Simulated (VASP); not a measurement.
# CaSe (Fm-3m) in VASP: single point with PBE

Aim: the single point of CaSe with PBE.

Program: VASP 6.6.1. These are calculated values, not measurements. Logs are shortened: lines on timing, memory, paths and dates and some standing lists are left out, and cuts for length are marked.

## (1) The cell of the first run

Symmetry: Fm-3m, No. 225, cubic system. Conventional cell: a = 5.935 Å, b = 5.935 Å, c = 5.935 Å, α = 90.00°, β = 90.00°, γ = 90.00°. Within 3.9 Å of Ca (site symmetry m-3m) lie 6 Se at 2.97 Å. Within 3.9 Å of Se (site symmetry m-3m) lie 6 Ca at 2.97 Å.

## (2) Single point, PBE, non-collinear spin, zero start, spin-orbit coupling

The input, INCAR:

```
SYSTEM = CaSe
  ALGO = Normal
  EDIFF = 1E-7
  ENCUT = 520
  GGA = PE
  GGA_COMPAT = .False.
  ISIF = 2
  ISMEAR = 0
  LASPH = .True.
  LCHARG = .False.
  LNONCOLLINEAR = .True.
  LORBIT = 11
  LORBMOM = .True.
  LREAL = .False.
  LSORBIT = .True.
  LWAVE = .False.
  MAGMOM = 0 0 0 0 0 0
  NBANDS = 28
  NELM = 150
  PREC = Accurate
  SIGMA = 0.01
```

The input, KPOINTS:

```
k-points
0
Gamma
  8 8 8
  0 0 0
```

The input, POSCAR:

```
CaSe
1.0
    0.0000000000      2.9675351118      2.9675351118
    2.9675351118      0.0000000000      2.9675351118
    2.9675351118      2.9675351118      0.0000000000
Ca Se
1 1
Direct
    0.0000000000      0.0000000000      0.0000000000
    0.5000000000      0.5000000000      0.5000000000
```

Potentials or basis: VASP PAW PBE potentials, release 64 (Ca_sv, Se).

Command:

```
> cat potpaw_PBE.64/Ca_sv/POTCAR potpaw_PBE.64/Se/POTCAR > POTCAR
> mpirun -np 1 vasp_ncl > vasp.out
```

OUTCAR:

```text
SYSTEM = CaSe
   EDIFF = 1E-7
   ENCUT = 520
   GGA = PE
   ISIF = 2
   ISMEAR = 0
   LASPH = .True.
   LNONCOLLINEAR = .True.
   LORBIT = 11
   LREAL = .False.
   LSORBIT = .True.
   NELM = 150
   PREC = Accurate

 ion  position               nearest neighbor table
   1  0.000  0.000  0.000-   2 2.97   2 2.97   2 2.97   2 2.97   2 2.97   2 2.97
   2  0.500  0.500  0.500-   1 2.97   1 2.97   1 2.97   1 2.97   1 2.97   1 2.97

  LATTYP: Found a face centered cubic cell.
 ALAT       =     5.9350702236

  Lattice vectors:

 A1 = (   0.0000000000,   2.9675351118,   2.9675351118)
 A2 = (   2.9675351118,   0.0000000000,   2.9675351118)
 A3 = (   2.9675351118,   2.9675351118,   0.0000000000)

Analysis of symmetry for initial positions (statically):
=====================================================================
 Subroutine PRICEL returns:
 Original cell was already a primitive cell.

 Routine SETGRP: Setting up the symmetry group for a
 face centered cubic supercell.

 Subroutine GETGRP returns: Found 48 space group operations
 (whereof 48 operations were pure point group operations)
 out of a pool of 48 trial point group operations.

The static configuration has the point symmetry O_h .

Analysis of symmetry for dynamics (positions and initial velocities):
=====================================================================
 Subroutine PRICEL returns:
 Original cell was already a primitive cell.

 Routine SETGRP: Setting up the symmetry group for a
 face centered cubic supercell.

 Subroutine GETGRP returns: Found 48 space group operations
 (whereof 48 operations were pure point group operations)
 out of a pool of 48 trial point group operations.

The dynamic configuration has the point symmetry O_h .

Analysis of structural, dynamic, and magnetic symmetry:
=====================================================================
 Subroutine PRICEL returns:
 Original cell was already a primitive cell.

 Routine SETGRP: Setting up the symmetry group for a
 face centered cubic supercell.

 Subroutine GETGRP returns: Found 48 space group operations
 (whereof 48 operations were pure point group operations)
 out of a pool of 48 trial point group operations.

The overall configuration has the point symmetry O_h .

 Subroutine INISYM returns: Found 48 space group operations
 (whereof 48 operations are pure point group operations),
 and found     1 'primitive' translations

----------------------------------------------------------------------------------------

                                     Primitive cell

  volume of cell :      52.2658

  direct lattice vectors                    reciprocal lattice vectors
     0.000000000  2.967535112  2.967535112    -0.168490003  0.168490003  0.168490003
     2.967535112  0.000000000  2.967535112     0.168490003 -0.168490003  0.168490003
     2.967535112  2.967535112  0.000000000     0.168490003  0.168490003 -0.168490003

  length of vectors
     4.196728402  4.196728402  4.196728402     0.291833246  0.291833246  0.291833246

  position of ions in fractional coordinates (direct lattice)
     0.000000000  0.000000000  0.000000000
     0.500000000  0.500000000  0.500000000

  ion indices of the primitive-cell ions
   primitive index   ion index
                 1           1
                 2           2

----------------------------------------------------------------------------------------

 KPOINTS: k-points

Automatic generation of k-mesh.
 Grid dimensions read from file:
 generate k-points for:    8    8    8

 Generating k-lattice:

  Cartesian coordinates                     Fractional coordinates (reciprocal lattice)
    -0.021061250  0.021061250  0.021061250     0.125000000  0.000000000  0.000000000
     0.021061250 -0.021061250  0.021061250     0.000000000  0.125000000  0.000000000
     0.021061250  0.021061250 -0.021061250     0.000000000  0.000000000  0.125000000

  Length of vectors
     0.036479156  0.036479156  0.036479156
[... 88 lines left out ...]
 maximum number of plane-waves:      2848
   NGX = 15   NGY = 15   NGZ = 15

 number of electron      15.9999997 magnetization      -0.0000000     -0.0000000      0.0000000

 number of electron      15.9999997 magnetization       0.0000000      0.0000000      0.0000000

 number of electron      15.9999997 magnetization      -0.0000000     -0.0000000     -0.0000000

 Free energy of the ion-electron system (eV)
  ---------------------------------------------------
  ext. energy  EPLUGINS =         0.00000000
  ---------------------------------------------------
  free energy    TOTEN  =        -9.50474540 eV

  energy without entropy =       -9.50474540  energy(sigma->0) =       -9.50474540

 E-fermi :   2.5519     XC(G=0):  -9.1131

 val. band max:        2.5105386823   @ k =   0.0000   0.0000   0.0000
 cond. band min:       4.4246795224   @ k =   0.5000   0.5000   0.0000
 fundamental gap:      1.9141408401
 Fermi energy:         2.5518686889

 k-point     1 :       0.0000    0.0000    0.0000
  band No.  band energies     occupation
      1     -37.4021      1.00000
      2     -37.4021      1.00000
      3     -18.6461      1.00000
      4     -18.6461      1.00000
      5     -18.2691      1.00000
      6     -18.2691      1.00000
[... 733 lines left out ...]
     27       9.5691      0.00000
     28       9.5691      0.00000

 [... further k-points ...]
[... 5 lines left out ...]
  --------------------------------------------------------------------------------------
  -------------------------------------------------------------------------------------
  Total        0.2434598      0.2434598      0.2434598      0.0000000     -0.0000000      0.0000000
  in kB        7.4631168      7.4631168      7.4631168      0.0000000     -0.0000000      0.0000000
  external PRESSURE =       7.4631168 kB  Pullay stress =       0.0000000 kB

 VOLUME and BASIS-vectors are now :
 -----------------------------------------------------------------------------
  energy-cutoff  :      520.00
  volume of cell :       52.27
      direct lattice vectors                 reciprocal lattice vectors
     0.000000000  2.967535112  2.967535112    -0.168490003  0.168490003  0.168490003
     2.967535112  0.000000000  2.967535112     0.168490003 -0.168490003  0.168490003
     2.967535112  2.967535112  0.000000000     0.168490003  0.168490003 -0.168490003

 POSITION                                       TOTAL-FORCE (eV/Angst)
 -----------------------------------------------------------------------------------
      0.00000      0.00000      0.00000         0.000000      0.000000      0.000000
      2.96754      2.96754      2.96754         0.000000      0.000000      0.000000
 -----------------------------------------------------------------------------------
    total drift:                                0.000000     -0.000000     -0.000000

  FREE ENERGIE OF THE ION-ELECTRON SYSTEM (eV)
  ---------------------------------------------------
  free  energy   TOTEN  =        -9.5047453992 eV

  energy  without entropy=       -9.5047453992  energy(sigma->0) =       -9.50474540

 orbital moment (x)

 # of ion     p       d       tot
 ----------------------------------------
  1         0.000  -0.000  -0.000
  2         0.000  -0.000   0.000
 ----------------------------------------
            0.000  -0.000   0.000

 orbital moment (y)

 # of ion     p       d       tot
 ----------------------------------------
  1         0.000  -0.000  -0.000
  2         0.000   0.000   0.000
 ----------------------------------------
            0.000  -0.000   0.000

 orbital moment (z)

 # of ion     p       d       tot
 ----------------------------------------
  1         0.000  -0.000  -0.000
  2         0.000  -0.000  -0.000
 ----------------------------------------
            0.000  -0.000  -0.000

 Spin-Orbit-Coupling matrix elements

 Ion:    1  E_soc:     -0.0060081
 l=   1
     0.0000000    -0.0009898    -0.0009898
    -0.0009898     0.0000000    -0.0009898
    -0.0009898    -0.0009898     0.0000000
 l=   2
     0.0000000     0.0000012     0.0000000     0.0000012    -0.0000128
     0.0000012     0.0000000    -0.0000096     0.0000012    -0.0000032
     0.0000000    -0.0000096     0.0000000    -0.0000096     0.0000000
     0.0000012     0.0000012    -0.0000096     0.0000000    -0.0000032
    -0.0000128    -0.0000032     0.0000000    -0.0000032     0.0000000
 l=   3
     0.0000000     0.0000000     0.0000000     0.0000000     0.0000000     0.0000000     0.0000000
     0.0000000     0.0000000     0.0000000     0.0000000     0.0000000     0.0000000     0.0000000
     0.0000000     0.0000000     0.0000000     0.0000000     0.0000000     0.0000000     0.0000000
     0.0000000     0.0000000     0.0000000     0.0000000     0.0000000     0.0000000     0.0000000
     0.0000000     0.0000000     0.0000000     0.0000000     0.0000000     0.0000000     0.0000000
     0.0000000     0.0000000     0.0000000     0.0000000     0.0000000     0.0000000     0.0000000
     0.0000000     0.0000000     0.0000000     0.0000000     0.0000000     0.0000000     0.0000000

 Ion:    2  E_soc:     -0.0356032
 l=   1
     0.0000000    -0.0059335    -0.0059335
    -0.0059335     0.0000000    -0.0059335
    -0.0059335    -0.0059335     0.0000000
 l=   2
     0.0000000    -0.0000004     0.0000000    -0.0000004     0.0000000
    -0.0000004     0.0000000     0.0000000    -0.0000004     0.0000000
     0.0000000     0.0000000     0.0000000     0.0000000     0.0000000
    -0.0000004    -0.0000004     0.0000000     0.0000000     0.0000000
     0.0000000     0.0000000     0.0000000     0.0000000     0.0000000
 l=   3
     0.0000000     0.0000000     0.0000000     0.0000000     0.0000000     0.0000000     0.0000000
     0.0000000     0.0000000     0.0000000     0.0000000     0.0000000     0.0000000     0.0000000
     0.0000000     0.0000000     0.0000000     0.0000000     0.0000000     0.0000000     0.0000000
     0.0000000     0.0000000     0.0000000     0.0000000     0.0000000     0.0000000     0.0000000
     0.0000000     0.0000000     0.0000000     0.0000000     0.0000000     0.0000000     0.0000000
     0.0000000     0.0000000     0.0000000     0.0000000     0.0000000     0.0000000     0.0000000
     0.0000000     0.0000000     0.0000000     0.0000000     0.0000000     0.0000000     0.0000000

 total charge

# of ion       s       p       d       tot
------------------------------------------
    1        2.032   5.852   0.237   8.121
    2        1.430   2.490   0.005   3.925
--------------------------------------------------
tot          3.462   8.342   0.241  12.045

 magnetization (x)

# of ion       s       p       d       tot
------------------------------------------
    1       -0.000   0.000   0.000  -0.000
    2       -0.000  -0.000   0.000  -0.000
--------------------------------------------------
tot         -0.000   0.000   0.000  -0.000

 magnetization (y)

# of ion       s       p       d       tot
------------------------------------------
    1        0.000  -0.000   0.000  -0.000
    2       -0.000   0.000   0.000   0.000
--------------------------------------------------
tot         -0.000   0.000   0.000   0.000

 magnetization (z)

# of ion       s       p       d       tot
------------------------------------------
    1        0.000   0.000  -0.000   0.000
    2        0.000   0.000   0.000   0.000
--------------------------------------------------
tot          0.000   0.000  -0.000   0.000
```

It took 57 s on 1 thread of Intel Xeon 6975P-C (Granite Rapids), shared host; peak memory 0.33 GiB.

Results:

```
Free energy                                           : -9.5047 eV
Pressure                                              : 0.7 GPa
Net moment                                            : 0.00 μB per cell
Valence electrons inside the program's atomic spheres : Ca 8.12; Se 3.92
```

Moments on the atoms (μB; x, y, z):
```
Ca  0.00 0.00 0.00
Se  0.00 0.00 0.00
```
